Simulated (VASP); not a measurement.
Wanted: the native input for a VASP 6.6.1 run.

- Task: electric field gradients
- Functional: LDA
- Potentials or basis: VASP PAW LDA potentials, release 64 (Mg, B)
- Cutoff: 520 eV
- k mesh: 15 × 15 × 12
- Occupations: fermi-dirac, width 0.05 eV
- Spin: no spin polarisation
- Dipole correction: no
- Further INCAR settings: ALGO = Normal; EDIFF = 1e-08; NBANDS = 11

The structure of MgB2 lies in POSCAR:

```
MgB2
1.0
    3.0952499526      0.0000000000      0.0000000000
   -1.5476249763      2.6805650900      0.0000000000
    0.0000000000      0.0000000000      3.5347044049
Mg B
1 2
Direct
    0.0000000000      0.0000000000      0.0000000000
    0.3333333333      0.6666666667      0.5000000000
    0.6666666667      0.3333333333      0.5000000000
```

This cell differs from its parent crystal: volume scaled by 1.01.

The input as run:

INCAR

```
PREC = Accurate
ENCUT = 520
EDIFF = 1E-8
ISMEAR = -1
SIGMA = 0.05
LREAL = False
LASPH = True
NELM = 80
ALGO = Normal
ISIF = 2
LWAVE = False
LCHARG = False
LEFG = True
NBANDS = 11
```

KPOINTS

```
regular mesh
0
Gamma
  15 15 12
```

Potentials or basis: VASP PAW LDA potentials, release 64 (Mg, B).

The run is started by

```sh
$ cat potpaw_LDA.64/Mg/POTCAR potpaw_LDA.64/B/POTCAR > POTCAR
$ mpirun -np 1 vasp_std > vasp.out
```

Results of the run:

```yaml
Pressure: -9.5 GPa
Band_gap_on_the_k_mesh: zero (band 4 reaches 6.93 eV, above the bottom of band 5 at 3.16 eV)
```

Caveat: without QUAD_EFG the Cq values of the log hold for a quadrupole moment of 1 mb, not for the nuclei.

Run time: 16 s on 1 thread of Intel(R) Xeon(R) 6975P-C (Granite Rapids) (shared host), peak memory 0.18 GiB.
